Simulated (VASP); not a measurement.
# Ir (Pm-3n) in VASP: further runs, part 2 of 2

VASP 6.6.1. Earlier steps stand in the parts before.

## 3. Single point, r2SCAN

This run uses another cell than the first one, of 14.78 Å³/atom.

POSCAR

```
Ir
1.0
    4.9081450253      0.0000000000      0.0000000000
    0.0000000000      4.9081450253      0.0000000000
    0.0000000000      0.0000000000      4.9081450253
Ir
8
Direct
    0.5000000000      0.5000000000      0.5000000000
    0.0000000000      0.0000000000      0.0000000000
    0.2500000000      0.0000000000      0.5000000000
    0.5000000000      0.2500000000      0.0000000000
    0.5000000000      0.7500000000      0.0000000000
    0.7500000000      0.0000000000      0.5000000000
    0.0000000000      0.5000000000      0.7500000000
    0.0000000000      0.5000000000      0.2500000000
```

INCAR.step1

```
SYSTEM = Ir
PREC = Accurate
ENCUT = 550
ISMEAR = 0
SIGMA = 0.1
LREAL = .FALSE.
LASPH = .TRUE.
NELM = 120
NBANDS = 78
GGA = PE
ALGO = Normal
EDIFF = 1E-5
LWAVE = .TRUE.
LCHARG = .FALSE.
GGA_COMPAT = .FALSE.
```

INCAR.step2

```
SYSTEM = Ir
PREC = Accurate
ENCUT = 550
EDIFF = 1E-6
ISMEAR = 0
SIGMA = 0.1
LREAL = .FALSE.
LASPH = .TRUE.
NELM = 120
ALGO = Normal
ISIF = 2
LWAVE = .FALSE.
LCHARG = .FALSE.
METAGGA = R2SCAN
LMIXTAU = .TRUE.
NBANDS = 78
ISTART = 1
GGA_COMPAT = .FALSE.
```

KPOINTS

```
regular mesh
0
G
  8 8 8
  0 0 0
```

Potentials or basis: VASP PAW PBE potentials, release 64 (Ir_sv_GW).

The run is started by

```bash
cat potpaw_PBE.64/Ir_sv_GW/POTCAR > POTCAR
cp INCAR.step1 INCAR
mpirun -np 1 vasp_std > vasp.out
cp INCAR.step2 INCAR
mpirun -np 1 vasp_std > vasp.out
```

OUTCAR:

```text
SYSTEM = Ir
   PREC = Accurate
   ENCUT = 550
   EDIFF = 1E-6
   ISMEAR = 0
   LREAL = .FALSE.
   LASPH = .TRUE.
   NELM = 120
   ISIF = 2
   METAGGA = R2SCAN
   ISTART = 1

 ion  position               nearest neighbor table
   1  0.500  0.500  0.500-   3 2.74   4 2.74   5 2.74   6 2.74   7 2.74   8 2.74   4 2.74   5 2.74
                             3 2.74   6 2.74   7 2.74   8 2.74
   2  0.000  0.000  0.000-   3 2.74   4 2.74   5 2.74   6 2.74   7 2.74   8 2.74   3 2.74   6 2.74
                             7 2.74   8 2.74   4 2.74   5 2.74
   3  0.250  0.000  0.500-   6 2.45   6 2.45   1 2.74   2 2.74   1 2.74   2 2.74   8 3.01   5 3.01
                             4 3.01   5 3.01   4 3.01   7 3.01   8 3.01   7 3.01
   4  0.500  0.250  0.000-   5 2.45   5 2.45   1 2.74   1 2.74   2 2.74   2 2.74   8 3.01   3 3.01
                             3 3.01   6 3.01   6 3.01   7 3.01   7 3.01   8 3.01
   5  0.500  0.750  0.000-   4 2.45   4 2.45   1 2.74   1 2.74   2 2.74   2 2.74   8 3.01   3 3.01
                             3 3.01   6 3.01   6 3.01   7 3.01   7 3.01   8 3.01
   6  0.750  0.000  0.500-   3 2.45   3 2.45   1 2.74   2 2.74   1 2.74   2 2.74   8 3.01   4 3.01
                             4 3.01   5 3.01   5 3.01   7 3.01   8 3.01   7 3.01
   7  0.000  0.500  0.750-   8 2.45   8 2.45   1 2.74   2 2.74   2 2.74   1 2.74   3 3.01   4 3.01
                             5 3.01   3 3.01   6 3.01   6 3.01   4 3.01   5 3.01
   8  0.000  0.500  0.250-   7 2.45   7 2.45   1 2.74   2 2.74   2 2.74   1 2.74   3 3.01   4 3.01
                             5 3.01   3 3.01   6 3.01   6 3.01   4 3.01   5 3.01

  LATTYP: Found a simple cubic cell.
 ALAT       =     4.9081450253

  Lattice vectors:

 A1 = (   4.9081450253,   0.0000000000,   0.0000000000)
 A2 = (   0.0000000000,   4.9081450253,   0.0000000000)
 A3 = (   0.0000000000,   0.0000000000,   4.9081450253)

Analysis of symmetry for initial positions (statically):
=====================================================================
 Subroutine PRICEL returns:
 Original cell was already a primitive cell.

 Routine SETGRP: Setting up the symmetry group for a
 simple cubic supercell.

 Subroutine GETGRP returns: Found 48 space group operations
 (whereof 24 operations were pure point group operations)
 out of a pool of 48 trial point group operations.

The static configuration has the point symmetry T_h .
 The point group associated with its full space group is O_h .

Analysis of symmetry for dynamics (positions and initial velocities):
=====================================================================
 Subroutine PRICEL returns:
 Original cell was already a primitive cell.

 Routine SETGRP: Setting up the symmetry group for a
 simple cubic supercell.

 Subroutine GETGRP returns: Found 48 space group operations
 (whereof 24 operations were pure point group operations)
 out of a pool of 48 trial point group operations.

The dynamic configuration has the point symmetry T_h .
 The point group associated with its full space group is O_h .

 Subroutine INISYM returns: Found 48 space group operations
 (whereof 24 operations are pure point group operations),
 and found     1 'primitive' translations

----------------------------------------------------------------------------------------

                                     Primitive cell

  volume of cell :     118.2367

  direct lattice vectors                    reciprocal lattice vectors
     4.908145025  0.000000000  0.000000000     0.203742961  0.000000000  0.000000000
     0.000000000  4.908145025  0.000000000     0.000000000  0.203742961  0.000000000
[... 78 lines left out ...]
 [... further k-points ...]
   k-points           NKPTS =     35   k-points in BZ     NKDIM =     35   number of bands    NBANDS=     78
   number of dos      NEDOS =    301   number of ions     NIONS =      8
   total plane-waves  NPLWV =  64000
   dimension x,y,z NGX =    40 NGY =   40 NGZ =   40
   dimension x,y,z NGXF=    80 NGYF=   80 NGZF=   80
   ions per type =               8
   NGX,Y,Z   is equivalent  to a cutoff of  13.55, 13.55, 13.55 a.u.
   NGXF,Y,Z  is equivalent  to a cutoff of  27.10, 27.10, 27.10 a.u.
 SYSTEM =  Ir
   PREC   = accura    normal or accurate (medium, high low for compatibility)
   ISTART =      1    job   : 0-new  1-cont  2-samecut
   ICHARG =      0    charge: 1-file 2-atom 10-const
   ISPIN  =      1    spin polarized calculation?
   LNONCOLLINEAR =      F non collinear calculations
   LSORBIT =      F    spin-orbit coupling
   LASPH  =      T    aspherical Exc in radial PAW
   ENCUT  =  550.0 eV  40.42 Ry    6.36 a.u.   9.39  9.39  9.39*2*pi/ulx,y,z
   NELM   =    120;   NELMIN=  2; NELMDL=  0     # of ELM steps
   EDIFF  = 0.1E-05   stopping-criterion for ELM
   LREAL  =      F    real-space projection
   EDIFFG = 0.1E-04   stopping-criterion for IOM
   NSW    =      0    number of steps for IOM
   IBRION =     -1    ionic relax: 0-MD 1-quasi-New 2-CG
   NFREE  =      0    steps in history (QN), initial steepest desc. (CG)
   ISIF   =      2    stress and relaxation
   ISYM   =      2    0-nonsym 1-usesym 2-fastsym
   POTIM  = 0.5000    time-step for ionic-motion
   TEBEG  =    0.0;   TEEND  =   0.0 temperature during run
   PSTRESS=    0.0 pullay stress
   NELECT =     136.0000    total number of electrons
   NUPDOWN=      -1.0000    fix difference up-down
   EMIN   =  10.00;   EMAX   =-10.00  energy-range for DOS
   EFERMI =   0.00;   METHOD = LEGACY
   ISMEAR =     0;   SIGMA  =   0.10  broadening in eV -4-tet -1-fermi 0-gaus
   EFERMI_NEDOS =   21; number of points for ismear=-14 and -15
   IALGO  =     38    algorithm
   IMIX   =      4    mixing-type and parameters
     AMIX     =   0.40;   BMIX     =  1.00
     AMIX_MAG =   1.60;   BMIX_MAG =  1.00
  volume/ion in A,a.u.               =      14.78        99.74
  Fermi-wavevector in a.u.,A,eV,Ry     =   1.715288  3.241425 40.031243  2.942213
  Thomas-Fermi vector in A             =   2.792688
   LORBIT       =      0    0 simple, 1 ext, 2 COOP (PROOUT), +10 PAW based schemes
   METAGGA = R2SCAN    functional components
   LHFCALC =     F    Hartree Fock is set to
   AEXX    =    0.0000 exact exchange contribution
   IVDW    =     0    specifies the selected vdW correction
   LEPSILON=     F    determine dielectric tensor
   LRPA    =     F    only Hartree local field effects (RPA)
 non-spin polarized calculation
 Gauss-broadening in eV      SIGMA  =   0.10
  energy-cutoff  :      550.00
  volume of cell :      118.24
 maximum number of plane-waves:      3495
 NGX is ok and might be reduce to    40
   NGX = 19   NGY = 19   NGZ = 19

 number of electron     135.9999998 magnetization

 Free energy of the ion-electron system (eV)
  ---------------------------------------------------
  ext. energy  EPLUGINS =         0.00000000
  ---------------------------------------------------
  free energy    TOTEN  =      -418.79377415 eV

  energy without entropy =     -418.72948489  energy(sigma->0) =     -418.76162952

 E-fermi :  11.9331     XC(G=0): -15.5443

 val. band max:       11.9226766710   @ k =   0.2500   0.2500   0.2500
 cond. band min:      11.9379231892   @ k =   0.2500   0.1250   0.1250
 fundamental gap:      0.0152465181
 Fermi energy:        11.9331222813

 k-point     1 :       0.0000    0.0000    0.0000
  band No.  band energies     occupation
      1     -83.0908      2.00000
      2     -83.0842      2.00000
      3     -82.8512      2.00000
      4     -82.8396      2.00000
      5     -82.8396      2.00000
      6     -82.7517      2.00000
[... 1933 lines left out ...]
     77      14.4307      0.00000
     78      15.8778      0.00000

 [... further k-points ...]
[... 5 lines left out ...]
  --------------------------------------------------------------------------------------
  -------------------------------------------------------------------------------------
  Total       -1.4446040     -1.4446040     -1.4446040     -0.0000000      0.0000000     -0.0000000
  in kB      -19.5752458    -19.5752458    -19.5752458     -0.0000000      0.0000000     -0.0000000
  external PRESSURE =     -19.5752458 kB  Pullay stress =       0.0000000 kB

 VOLUME and BASIS-vectors are now :
 -----------------------------------------------------------------------------
  energy-cutoff  :      550.00
  volume of cell :      118.24
      direct lattice vectors                 reciprocal lattice vectors
     4.908145025  0.000000000  0.000000000     0.203742961  0.000000000  0.000000000
     0.000000000  4.908145025  0.000000000     0.000000000  0.203742961  0.000000000
     0.000000000  0.000000000  4.908145025     0.000000000  0.000000000  0.203742961

 POSITION                                       TOTAL-FORCE (eV/Angst)
 -----------------------------------------------------------------------------------
      2.45407      2.45407      2.45407         0.000000     -0.000000     -0.000000
      0.00000      0.00000      0.00000         0.000000     -0.000000     -0.000000
      1.22704      0.00000      2.45407         0.000000      0.000000      0.000000
      2.45407      1.22704      0.00000        -0.000000     -0.000000     -0.000000
      2.45407      3.68111      0.00000         0.000000      0.000000      0.000000
      3.68111      0.00000      2.45407        -0.000000     -0.000000     -0.000000
      0.00000      2.45407      3.68111         0.000000     -0.000000     -0.000000
      0.00000      2.45407      1.22704        -0.000000      0.000000      0.000000
 -----------------------------------------------------------------------------------
    total drift:                                0.000000     -0.000000      0.000000

  FREE ENERGIE OF THE ION-ELECTRON SYSTEM (eV)
  ---------------------------------------------------
  free  energy   TOTEN  =      -418.7937741455 eV

  energy  without entropy=     -418.7294848918  energy(sigma->0) =     -418.76162952
```

It took 9.4 min on 1 thread of Intel Xeon 6975P-C (Granite Rapids), shared host; peak memory 0.42 GiB.

What came out:

| Item | Value |
| --- | --- |
| Free energy | -418.7938 eV |
| Pressure | -2.0 GPa |
| Band gap on the k mesh | zero (bands 68 and 69 overlap by 0.66 eV) |

Levels at points of the mesh, in eV from the Fermi level:
```csv
k point,band 65,band 66,band 67,band 68,band 69,band 70,band 71,band 72
"(0.00, 0.00, 0.00)",-1.25,-0.46,-0.46,0.36,0.36,0.36,0.93,0.93
"(0.50, 0.00, 0.00)",-0.47,-0.47,-0.20,-0.20,-0.17,-0.17,0.89,0.89
"(0.50, 0.50, 0.00)",-0.99,-0.80,-0.14,-0.10,-0.10,0.10,0.34,0.34
"(0.50, 0.50, 0.50)",-0.31,-0.31,-0.31,-0.31,0.11,0.11,0.11,0.11
```

Caveat: the PAW data sets were made with another functional, which shifts forces and pressure a little; spin-orbit coupling is left out, which moves the levels of the heavy elements.
